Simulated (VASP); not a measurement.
Input of a VASP 6.6.1 run:

Contents of INCAR:

```
SYSTEM = RbCaPdC6N6
PREC = Accurate
ENCUT = 520
EDIFF = 1E-6
ISMEAR = 0
SIGMA = 0.1
LREAL = Auto
LASPH = .TRUE.
NELM = 100
ALGO = Normal
ISIF = 2
LWAVE = .FALSE.
LCHARG = .FALSE.
GGA = PE
NBANDS = 54
```

Contents of KPOINTS:

```
regular mesh
0
G
  4 4 4
  0 0 0
```

POSCAR

```
RbCaPdC6N6
1.0
    0.0000000000      5.3180000000      5.3180000000
    5.3180000000      0.0000000000      5.3180000000
    5.3180000000      5.3180000000      0.0000000000
Rb Ca Pd C N
1 1 1 6 6
Direct
    0.7500000000      0.7500000000      0.7500000000
    0.5000000000      0.5000000000      0.5000000000
    0.0000000000      0.0000000000      0.0000000000
    0.8177886400      0.1822113600      0.1822113600
    0.1822113600      0.1822113600      0.8177886400
    0.8177886400      0.1822113600      0.8177886400
    0.1822113600      0.8177886400      0.8177886400
    0.8177886400      0.8177886400      0.1822113600
    0.1822113600      0.8177886400      0.1822113600
    0.7077848800      0.2922151200      0.2922151200
    0.2922151200      0.2922151200      0.7077848800
    0.7077848800      0.2922151200      0.7077848800
    0.2922151200      0.7077848800      0.7077848800
    0.7077848800      0.7077848800      0.2922151200
    0.2922151200      0.7077848800      0.2922151200
```

Potentials or basis: VASP PAW PBE potentials, release 64 (Rb_sv, Ca_sv, Pd, C, N).

The run is started by

```sh
$ cat potpaw_PBE.64/Rb_sv/POTCAR potpaw_PBE.64/Ca_sv/POTCAR potpaw_PBE.64/Pd/POTCAR potpaw_PBE.64/C/POTCAR potpaw_PBE.64/N/POTCAR > POTCAR
$ mpirun -np 1 vasp_std > vasp.out
```

(1) Predict the pressure.

(2) Estimate the largest force.

(3) Predict the band gap on the k mesh.

Answers

(1) 11.5 GPa.

(2) 2.723 eV/Å.

(3) zero (an odd number of electrons rules out a gap without spin polarisation).

Caveat: the cell stands under pressure; forces of over 1 eV/Å act on the atoms, so gaps and moduli don't describe the material at rest.
